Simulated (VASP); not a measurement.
Here is a VASP 6.6.1 calculation.

Contents of INCAR:

```
PREC = Accurate
ENCUT = 520
EDIFF = 1E-7
ISMEAR = 0
SIGMA = 0.02
LREAL = F
LASPH = T
NELM = 60
ALGO = Normal
ISIF = 2
LWAVE = F
LCHARG = T
GGA = PE
LELF = T
LVHAR = T
NBANDS = 18
```

Contents of KPOINTS:

```
Automatic mesh
0
Gamma
  12 12 4
```

File POSCAR:

```
PtSe2
1.0
    3.7515594721      0.0000000000      0.0000000000
   -1.8757797360      3.2489458066      0.0000000000
    0.0650133213      0.0000000000      6.5013321315
Pt Se
1 2
Direct
    0.0000000000      0.0000000000      0.0000000000
    0.6701437337      0.3333308159      0.7990116662
    0.3298562663      0.6666691841      0.2009883338
```

Potentials or basis: VASP PAW PBE potentials, release 64 (Pt, Se).

Run with:

```sh
$ cat potpaw_PBE.64/Pt/POTCAR potpaw_PBE.64/Se/POTCAR > POTCAR
$ mpirun -np 1 vasp_std > vasp.out
```

(1) Predict the pressure.

(2) What does it give for the band gap on the k mesh?

## Answers

(1) 0.0 GPa.

(2) 0.87 eV (least direct gap 1.02 eV).

Caveat: the cell differs from its parent crystal (shear of c along a, cell held: +1.0 %, then relaxed in part); spin-orbit coupling is left out, which moves the levels of the heavy elements.
